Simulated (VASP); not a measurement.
C, 4 atoms in the cell. The structure is monoclinic, space group C2/m (No. 12). The conventional cell has a = 4.269 Å, b = 2.465 Å, c = 3.610 Å, α = 90.00°, β = 110.83°, γ = 90.00°. Within 1.9 Å of C (site symmetry m) lie 3 C at 1.42 Å.  This cell differs from its parent crystal: shear of c along a, cell held: +4.0 %, then relaxed in part.

- Program: VASP 6.6.1
- Task: single point
- Functional: PBE
- Dispersion: D3(BJ)
- Potentials or basis: VASP PAW PBE potentials, release 64 (C)
- Cutoff: 520 eV
- k mesh: 8 × 12 × 8
- Occupations: gaussian, width 0.02 eV
- Spin: no spin polarisation
- Dipole correction: no
- Further INCAR settings: ALGO = Normal; EDIFF = 1e-06; NBANDS = 16

Potentials or basis: VASP PAW PBE potentials, release 64 (C).

The run is started by

```bash
$ cat potpaw_PBE.64/C/POTCAR > POTCAR
$ mpirun -np 1 vasp_std > vasp.out
```

Hardware: 1 thread of Intel(R) Xeon(R) 6975P-C (Granite Rapids), with other jobs on the host.

Q: Estimate the wall time of this run.

A: Wall time 28 s on 1 thread of Intel(R) Xeon(R) 6975P-C (Granite Rapids) (shared host), peak memory 0.22 GiB. Counts: scf iterations 12, k points 238.
